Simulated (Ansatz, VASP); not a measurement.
# One calculation of NaB, two programs

```
CELL_PARAMETERS angstrom
0.00000 2.68387 2.68387
2.68387 0.00000 2.68387
2.68387 2.68387 0.00000
ATOMIC_POSITIONS crystal
Na 0.00000 0.00000 0.00000
B 0.50000 0.50000 0.50000
```

Alike in both runs: task single point; functional PBE; k mesh 8 × 8 × 8; occupations methfessel-paxton of order 1, width 0.082 eV; no spin polarisation.

|  | VASP | Ansatz |
| --- | --- | --- |
| version | VASP 6.6.1 | Ansatz 0.2.0 |
| potentials or method | VASP PAW PBE potentials, release 64 (Na_pv, B), cutoff 500 eV | scalar-relativistic, plane waves, PAW |
| valence electrons in the cell | 10 | 12 |

|  | VASP | Ansatz | Ansatz less VASP |
| --- | --- | --- | --- |
| gap on the k mesh at the Fermi level (eV) | none | none | - |
| pressure (GPa) | 0.0 | 0.0 | -0.03 |

A gap of «none» marks a metal or a gap that the smearing closes. VASP's potentials hold 10 valence electrons a cell and Ansatz's 12, so a difference there can come from the potentials and not from the codes.
